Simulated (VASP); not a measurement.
# Si4C5 in VASP: notebook, part 3 of 3

VASP 6.6.1.

## Step 4: Single point, PBE, collinear spin

File INCAR:

```
PREC = Accurate
ENCUT = 520
EDIFF = 1E-6
ISMEAR = 0
SIGMA = 0.05
LREAL = F
LASPH = T
NELM = 150
ALGO = Normal
ISIF = 2
LWAVE = F
LCHARG = F
ISPIN = 2
MAGMOM = 0 0 0 0 2 0 0 0 0
LORBIT = 11
LDIPOL = T
IDIPOL = 3
DIPOL = 0.5 0.5 0.341
GGA = PE
NBANDS = 32
```

File KPOINTS:

```
regular mesh
0
Gamma
  9 9 1
```

File POSCAR:

```
Si4C5
1.0
    3.0920147208      0.0000000000      0.0000000000
   -1.5460073604      2.6777632971      0.0000000000
    0.0000000000      0.0000000000     25.2337106667
C Si
5 4
Direct
    0.3333333333      0.6666666667      0.1585181051
    0.6666666667      0.3333333333      0.2590546646
    0.3333333333      0.6666666667      0.3607902149
    0.6666666667      0.3333333333      0.4623551549
    1.0000000000      0.0000000000      0.4891754063
    0.6666666667      0.3333333333      0.1834768895
    0.3333333333      0.6666666667      0.2840134490
    0.6666666667      0.3333333333      0.3842867907
    0.3333333333      0.6666666667      0.4848161584
```

Potentials or basis: VASP PAW PBE potentials, release 64 (C, Si).

The run is started by

```bash
$ cat potpaw_PBE.64/C/POTCAR potpaw_PBE.64/Si/POTCAR > POTCAR
$ mpirun -np 1 vasp_std > vasp.out
```

OUTCAR:

```text
PREC = Accurate
   ENCUT = 520
   EDIFF = 1E-6
   ISMEAR = 0
   LREAL = F
   LASPH = T
   NELM = 150
   ISIF = 2
   ISPIN = 2
   LORBIT = 11
   GGA = PE

 ion  position               nearest neighbor table
   1  0.333  0.667  0.159-   6 1.89   6 1.89   6 1.89
   2  0.667  0.333  0.259-   7 1.89   7 1.89   7 1.89   6 1.91
   3  0.333  0.667  0.361-   8 1.88   8 1.88   8 1.88   7 1.94
   4  0.667  0.333  0.462-   9 1.87   9 1.87   9 1.87   5 1.91   5 1.91   5 1.91   8 1.97
   5  0.000  0.000  0.489-   9 1.79   9 1.79   9 1.79   4 1.91   4 1.91   4 1.91
   6  0.667  0.333  0.183-   1 1.89   1 1.89   1 1.89   2 1.91   7 3.10   7 3.10   7 3.10
   7  0.333  0.667  0.284-   2 1.89   2 1.89   2 1.89   3 1.94   8 3.10   8 3.10   8 3.10   6 3.10
                             6 3.10   6 3.10
   8  0.667  0.333  0.384-   3 1.88   3 1.88   3 1.88   4 1.97   7 3.10   7 3.10   7 3.10   9 3.10
                             9 3.10   9 3.10
   9  0.333  0.667  0.485-   5 1.79   5 1.79   5 1.79   4 1.87   4 1.87   4 1.87   8 3.10   8 3.10
                             8 3.10

  LATTYP: Found a hexagonal cell.
 ALAT       =     3.0920147208
 C/A-ratio  =     8.1609283736

  Lattice vectors:

 A1 = (   3.0920147208,   0.0000000000,   0.0000000000)
 A2 = (  -1.5460073604,   2.6777632971,   0.0000000000)
[... 1021 lines left out ...]
    -1.546007360  2.677763297  0.000000000     0.000000000  0.373446003  0.000000000
     0.000000000  0.000000000 25.233710667     0.000000000  0.000000000  0.039629526

 POSITION                                       TOTAL-FORCE (eV/Angst)
 -----------------------------------------------------------------------------------
     -0.00000      1.78518      4.00000        -0.000000      0.000000      2.570456
      1.54601      0.89259      6.53691         0.000000      0.000000      0.980380
     -0.00000      1.78518      9.10408        -0.000000     -0.000000     -0.240394
      1.54601      0.89259     11.66694        -0.000000      0.000000     -5.641271
      0.00000      0.00000     12.34371         0.000000     -0.000000      3.296210
      1.54601      0.89259      4.62980         0.000000     -0.000000     -2.979597
     -0.00000      1.78518      7.16671        -0.000000     -0.000000     -0.563350
      1.54601      0.89259      9.69698         0.000000     -0.000000      0.560035
     -0.00000      1.78518     12.23371         0.000000     -0.000000      2.017530
 -----------------------------------------------------------------------------------
    total drift:                               -0.000000     -0.000000     -0.000047

  FREE ENERGIE OF THE ION-ELECTRON SYSTEM (eV)
  ---------------------------------------------------
  free  energy   TOTEN  =       -58.6683915077 eV

  energy  without entropy=      -58.6629999111  energy(sigma->0) =      -58.66569571

 vacuum level on the upper side and lower side of the slab         5.280         6.795

 total charge

# of ion       s       p       d       tot
------------------------------------------
    1        0.862   1.535   0.000   2.398
    2        0.842   1.684   0.000   2.526
    3        0.841   1.691   0.000   2.532
    4        0.917   1.571   0.000   2.488
    5        0.951   1.533   0.000   2.483
    6        0.707   0.963   0.000   1.669
    7        0.708   0.947   0.000   1.655
    8        0.709   0.945   0.000   1.654
    9        0.756   1.111   0.000   1.867
--------------------------------------------------
tot          7.293  11.980   0.000  19.272

 magnetization (x)

# of ion       s       p       d       tot
------------------------------------------
    1       -0.048  -0.305   0.000  -0.353
    2       -0.008  -0.043   0.000  -0.051
    3       -0.001  -0.005   0.000  -0.006
    4        0.034   0.055   0.000   0.089
    5        0.022   0.067   0.000   0.090
    6        0.002   0.008   0.000   0.010
    7       -0.003  -0.004   0.000  -0.007
    8       -0.001   0.001   0.000  -0.000
    9        0.009   0.017   0.000   0.027
--------------------------------------------------
tot          0.008  -0.209   0.000  -0.201
```

OSZICAR:

```text
N       E                     dE             d eps       ncg     rms          rms(c)
DAV:   1     0.190175959826E+03    0.19018E+03   -0.14580E+04  1536   0.916E+02
DAV:   2    -0.425759140957E+02   -0.23275E+03   -0.22154E+03  2136   0.203E+02
DAV:   3    -0.638245064130E+02   -0.21249E+02   -0.20739E+02  1976   0.587E+01
DAV:   4    -0.646281049205E+02   -0.80360E+00   -0.80085E+00  2168   0.133E+01
[... 12 lines left out ...]
DAV:  64    -0.586683841596E+02   -0.55308E-05   -0.21379E-07  1584   0.231E-03    0.154E-03
DAV:  65    -0.586683862903E+02   -0.21307E-05   -0.56407E-08  1512   0.131E-03    0.968E-04
DAV:  66    -0.586683893527E+02   -0.30624E-05   -0.38271E-08  1464   0.808E-04    0.661E-04
DAV:  67    -0.586683906280E+02   -0.12754E-05   -0.35219E-08  1504   0.712E-04    0.323E-04
DAV:  68    -0.586683915077E+02   -0.87970E-06   -0.10583E-08  1440   0.455E-04
   1 F= -.58668392E+02 E0= -.58665696E+02  d E =-.539160E-02  mag=    -0.5564
```

stdout:

```text
POSCAR found type information on POSCAR C Si
 POSCAR found :  2 types and       9 ions
 scaLAPACK will be used
 LDA part: xc-table for (Slater+PW92), standard interpolation
 POSCAR, INCAR and KPOINTS ok, starting setup
 FFT: planning ... GRIDC
 FFT: planning ... GRID_SOFT
 FFT: planning ... GRID
 WAVECAR not read
 entering main loop
```

It took 8 min on 1 thread of AMD EPYC 9R45 (Zen 5), shared host; peak memory 0.43 GiB.

Results:

```
Free energy                                           : -58.6684 eV
Largest force                                         : 5.641 eV/Å
Net moment                                            : -0.56 μB per cell
Site moments                                          : C -0.35, -0.05, -0.01, +0.09 (each value once); Si +0.01, -0.01, -0.00, +0.03 μB
Valence electrons inside the program's atomic spheres : C 2.40, 2.53, 2.49, 2.48 (each value once); Si 1.67, 1.66, 1.65, 1.87
```

Forces in eV/Å, atoms in the order of the input:
```
C    0.000  0.000  2.570
C    0.000  0.000  0.980
C    0.000  0.000 -0.240
C    0.000  0.000 -5.641
C    0.000  0.000  3.296
Si   0.000  0.000 -2.980
Si   0.000  0.000 -0.563
Si   0.000  0.000  0.560
Si   0.000  0.000  2.018
```

Levels at points of the mesh, in eV from the Fermi level:
Spin up:
```tsv
k point	band 14	band 15	band 16	band 17	band 18	band 19	band 20	band 21	band 22	band 23
(0.00, 0.00, 0.00)	-2.16	-1.78	-1.78	-1.12	-0.26	-0.12	-0.12	3.28	3.67	4.59
```
Spin down:
```
           k point  band 16  band 17  band 18  band 19  band 20  band 21
(0.00, 0.00, 0.00)    -1.84    -1.31    -0.65    -0.49    -0.49     3.31
```

Caveat: a moment this small can come from the mesh or the smearing.

## Step 5: Single point, PBE, collinear spin

File INCAR:

```
ALGO = Normal
DIPOL = 0.5 0.5 0.345
EDIFF = 1E-6
ENCUT = 520
GGA = PE
IDIPOL = 3
ISIF = 2
ISMEAR = 0
ISPIN = 2
LASPH = True
LCHARG = False
LDIPOL = True
LORBIT = 11
LREAL = False
LWAVE = False
MAGMOM = 0 0 0 0 2 0 0 0 0
NBANDS = 32
NELM = 150
PREC = Accurate
SIGMA = 0.05
```

File KPOINTS:

```
k-points
0
Gamma
  9 9 1
```

Changes to POSCAR since step 4:

```diff
@@ -12,3 +12,3 @@
     0.6666666667      0.3333333333      0.4623551549
-    1.0000000000      0.0000000000      0.4891754063
+    1.0000000000      0.0000000000      0.5272197515
     0.6666666667      0.3333333333      0.1834768895
```

The run is started by

```bash
$ cat potpaw_PBE.64/C/POTCAR potpaw_PBE.64/Si/POTCAR > POTCAR
$ mpirun -np 1 vasp_std > vasp.out
```

Run time: 4.2 min. Hardware: 1 thread of AMD EPYC 9R45 (Zen 5), shared host; peak memory 0.43 GiB.

Results (log left out):

```
Free energy                                           : -61.0741 eV
Largest force                                         : 3.341 eV/Å
Band gap on the k mesh                                : zero (filled and empty bands overlap)
Net moment                                            : 0.02 μB per cell
Site moments                                          : C -0.37, -0.06, -0.01, +0.05, +0.43; Si +0.01, -0.01 (each value once) μB
Valence electrons inside the program's atomic spheres : C 2.40, 2.53, 2.50, 2.19 (each value once); Si 1.67, 1.65 (each value once)
```

Forces on the atoms (eV/Å):
```
C    0.000  0.000  2.489
C    0.000  0.000  0.718
C    0.000  0.000 -0.603
C    0.000  0.000 -3.341
C    0.000  0.000  0.152
Si   0.000  0.000 -2.808
Si   0.000  0.000 -0.243
Si   0.000  0.000  0.681
Si   0.000  0.000  2.956
```

Levels at points of the mesh, in eV from the Fermi level:
Spin up:
| k point | band 15 | band 16 | band 17 | band 18 | band 19 | band 20 | band 21 | band 22 |
| --- | --- | --- | --- | --- | --- | --- | --- | --- |
| (0.00, 0.00, 0.00) | -0.33 | -0.33 | -0.27 | -0.03 | -0.03 | 0.58 | 3.86 | 4.72 |
Spin down:
| k point | band 16 | band 17 | band 18 | band 19 | band 20 | band 21 |
| --- | --- | --- | --- | --- | --- | --- |
| (0.00, 0.00, 0.00) | -0.41 | -0.41 | 0.48 | 0.48 | 1.22 | 3.88 |

## Step 6: Single point, PBE, collinear spin

File INCAR:

```
PREC = Accurate
ENCUT = 520
EDIFF = 1E-6
ISMEAR = 0
SIGMA = 0.05
LREAL = F
LASPH = T
NELM = 150
ALGO = Normal
ISIF = 2
LWAVE = F
LCHARG = T
ISPIN = 2
MAGMOM = 0 0 0 0 2 0 0 0 0
LORBIT = 11
LDIPOL = T
IDIPOL = 3
DIPOL = 0.5 0.5 0.345
GGA = PE
LELF = T
LVHAR = T
LVACPOTAV = T
NBANDS = 32
```

File KPOINTS:

```
Automatic mesh
0
Gamma
  9 9 1
```

Changes to POSCAR since step 5:

```diff
@@ -12,3 +12,3 @@
     0.6666666667      0.3333333333      0.4623551549
-    1.0000000000      0.0000000000      0.5272197515
+    0.6666666667      0.3333333333      0.5272197515
     0.6666666667      0.3333333333      0.1834768895
```

Potentials or basis: VASP PAW PBE potentials, release 64 (C, Si).

The run is started by

```bash
$ cat potpaw_PBE.64/C/POTCAR potpaw_PBE.64/Si/POTCAR > POTCAR
$ mpirun -np 1 vasp_std > vasp.out
```

It took 20 min on 1 thread of Intel Xeon 8259CL, shared host; peak memory 0.47 GiB.

Results (log left out):

```
Free energy                                           : -61.6890 eV
Largest force                                         : 4.573 eV/Å
Net moment                                            : -0.94 μB per cell
Site moments                                          : C -0.34, -0.05, -0.01, -0.04 (each value once); Si +0.01, -0.01, +0.00 (each value once) μB
Valence electrons inside the program's atomic spheres : C 2.40, 2.53, 2.56, 2.25 (each value once); Si 1.67, 1.65, 1.63, 1.58
```

Forces on the atoms (eV/Å):
```
C    0.000  0.000  2.611
C    0.000  0.000  1.157
C    0.000  0.000  0.014
C    0.000  0.000 -4.573
C    0.000  0.000  0.376
Si   0.000  0.000 -3.092
Si   0.000  0.000 -0.709
Si   0.000  0.000  0.109
Si   0.000  0.000  4.107
```

Levels at points of the mesh, in eV from the Fermi level:
Spin up:
```
           k point  band 15  band 16  band 17  band 18  band 19  band 20
(0.00, 0.00, 0.00)    -0.45    -0.11    -0.11     0.48     1.31     1.31
```
Spin down:
| k point | band 16 | band 17 | band 18 | band 19 | band 20 | band 21 |
| --- | --- | --- | --- | --- | --- | --- |
| (0.00, 0.00, 0.00) | -0.47 | -0.47 | 0.46 | 1.21 | 1.21 | 2.80 |

Caveat: a moment this small can come from the mesh or the smearing.

## Step 7: The runs side by side

| cell | gap on the mesh (eV) | moment (μB) | largest force (eV/Å) |
| --- | --- | --- | --- |
| as given, atomic positions A | none | 0.00 | 2.71 |
| as given, atomic positions B | none | 0.35 | 2.80 |
| as given, atomic positions C | none | 0.56 | 5.64 |
| as given, atomic positions D | none | 0.02 | 3.34 |
| as given, atomic positions E | none | 0.94 | 4.57 |

Alike in all rows: task single point; level PBE; potentials or basis VASP PAW PBE potentials, release 64 (C, Si); spin collinear; k mesh 9 × 9 × 1; cutoff (eV) 520; smearing gaussian 0.05 eV.

Caveats: a moment this small can come from the mesh or the smearing (at least some runs).

Absolute energies hang on the potentials; compare differences alone.
